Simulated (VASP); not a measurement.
F: relaxation of cell and atoms with PBE

Crystal: F.

```
F
1.0
     2.93754   -1.69342   -0.12759
     2.93754    1.69342   -0.12759
    -1.98064    0.00000    7.11133
F
4
Direct
  0.07798 0.07798 0.09491
  0.92202 0.92202 0.90509
  0.49951 0.49951 0.59579
  0.50049 0.50049 0.40421
```

```yaml
Program: VASP 6.6.1
Task: relaxation of cell and atoms
Functional: PBE
Potentials_or_basis: VASP PAW PBE potentials, release 64 (F)
Cutoff: 600 eV
k_mesh: 8 × 8 × 4
Occupations: gaussian, width 0.02 eV
Spin: no spin polarisation
Dipole_correction: no
Further_INCAR_settings: ALGO = Normal; EDIFF = 1e-06; IBRION = 2; EDIFFG = -0.005; NSW = 70; ISIF = 3
```

```
Relaxed volume                        : 16.65 Å³/atom
Relaxed cell                          : a = 3.368 Å, b = 3.368 Å, c = 7.288 Å, α = 106.92°, β = 106.92°, γ = 58.71°
Space group after relaxing (to 0.1 Å) : C2/m (No. 12)
Energy gained by relaxing             : 1.3 meV/atom
Ionic steps                           : 31
Pressure after relaxing               : 0.0 GPa
Largest force after relaxing          : 0.004 eV/Å
Band gap on the k mesh                : 2.61 eV (least direct gap 2.69 eV)
```

Forces on the atoms (eV/Å):
```
F   -0.001  0.000 -0.002
F    0.001  0.000  0.002
F   -0.003  0.000 -0.002
F    0.003  0.000  0.002
```

The path:
| step | energy change (eV) | largest force (eV/Å) | pressure (GPa) | volume (Å³) |
| --- | --- | --- | --- | --- |
| 1 | 0.0000 | 0.3487 | 0.63 | 69.89 |
| 2 | 0.0378 | 1.0834 | -2.56 | 70.59 |
| 3 | -0.0033 | 0.0070 | -0.13 | 70.04 |
| 4 | -0.0033 | 0.0136 | -0.12 | 70.04 |
| 5 | -0.0033 | 0.0199 | -0.11 | 70.04 |
| 6 | -0.0034 | 0.0170 | -0.09 | 69.93 |
| 7 | -0.0037 | 0.0229 | -0.08 | 69.62 |
| 8 | -0.0042 | 0.0359 | -0.06 | 69.00 |
| 9 | -0.0047 | 0.0649 | 0.02 | 67.76 |
| 10 | -0.0048 | 0.0129 | -0.02 | 67.66 |
| 11 | -0.0048 | 0.0117 | -0.04 | 67.62 |
| 12 | -0.0048 | 0.0181 | -0.02 | 67.61 |
| 13 | -0.0048 | 0.0148 | -0.03 | 67.62 |
| 14 | -0.0048 | 0.0068 | 0.00 | 67.61 |
| 15 | -0.0048 | 0.0072 | -0.01 | 67.61 |
| 16 | -0.0048 | 0.0062 | 0.01 | 67.60 |
| 17 | -0.0049 | 0.0066 | 0.00 | 67.59 |
| 18 | -0.0049 | 0.0154 | -0.01 | 67.56 |
| 19 | -0.0049 | 0.0363 | -0.02 | 67.51 |
| 20 | -0.0049 | 0.0359 | -0.03 | 67.51 |
| 21 | -0.0049 | 0.0357 | -0.02 | 67.50 |
| 22 | -0.0049 | 0.0347 | -0.02 | 67.49 |
| 23 | -0.0049 | 0.0327 | -0.02 | 67.47 |
| 24 | -0.0049 | 0.0291 | -0.02 | 67.44 |
| 25 | -0.0050 | 0.0218 | -0.02 | 67.36 |
| 26 | -0.0050 | 0.0078 | 0.00 | 67.22 |
| 27 | -0.0051 | 0.0222 | 0.02 | 66.92 |
| 28 | -0.0051 | 0.0285 | 0.02 | 66.82 |
| 29 | -0.0052 | 0.0193 | 0.03 | 66.74 |
| 30 | -0.0052 | 0.0042 | 0.04 | 66.60 |
| 31 | -0.0052 | 0.0039 | 0.03 | 66.60 |

Final structure:
```
F
1.0
     2.93152   -1.65109   -0.15881
     2.93152    1.65109   -0.15881
    -2.05775    0.00000    6.99153
F
4
Cartesian
  0.2907 0.0000 0.6521
  3.5146 0.0000 6.0218
  1.7056 0.0000 4.0222
  2.0997 0.0000 2.6517
```

Levels at points of the mesh, in eV from the valence-band top:
| k point | band 12 | band 13 | band 14 | band 15 | band 16 | band 17 |
| --- | --- | --- | --- | --- | --- | --- |
| (0.00, 0.00, 0.00) | -0.19 | -0.16 | -0.09 | 2.61 | 3.53 | 9.00 |
| (0.50, 0.00, 0.00) | -0.47 | -0.33 | -0.25 | 3.14 | 3.20 | 13.37 |
| (0.50, 0.50, 0.00) | -0.34 | -0.30 | 0.00 | 3.10 | 3.15 | 13.54 |
| (0.00, 0.00, 0.50) | -0.25 | -0.17 | -0.12 | 3.02 | 3.09 | 9.83 |
| (0.50, 0.00, 0.50) | -0.44 | -0.31 | -0.09 | 2.95 | 3.36 | 13.40 |
| (0.50, 0.50, 0.50) | -0.40 | -0.19 | -0.13 | 3.13 | 3.19 | 13.21 |

It took 8.4 min on 1 thread of Intel(R) Xeon(R) 6975P-C (Granite Rapids), on a shared host, peak memory 0.25 GiB.

Caveat: this functional lacks dispersion, which holds the molecules together, so the pressure and a relaxed volume are unreliable. A k mesh can miss the band edges.
